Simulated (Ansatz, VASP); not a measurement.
**YN: VASP beside Ansatz**

```
Y N
1.0
     0.00000    2.45301    2.45301
     2.45301    0.00000    2.45301
     2.45301    2.45301    0.00000
Y N
1 1
Direct
  0.00000 0.00000 0.00000
  0.50000 0.50000 0.50000
```

Alike in both runs: functional PBE; k mesh 10 × 10 × 10; occupations gaussian, width 0.01 eV; no spin polarisation.

Ansatz relaxed the structure, and its values are those at the end. VASP's run is a single point on that final structure, the one shown.

|  | VASP | Ansatz |
| --- | --- | --- |
| version | VASP 6.6.1 | Ansatz 0.2.0 |
| potentials or method | VASP PAW PBE potentials, release 64 (Y_sv, N), cutoff 600 eV | scalar-relativistic, plane waves, PAW |
| valence electrons in the cell | 16 | 16 |

```tsv
	VASP	Ansatz	Ansatz less VASP
gap on the k mesh at the Fermi level (eV)	0.21	0.21	+0.001
least direct gap on the mesh (eV)	0.60	0.60	+0.001
pressure (GPa)	-0.2	0.0	+0.26
```
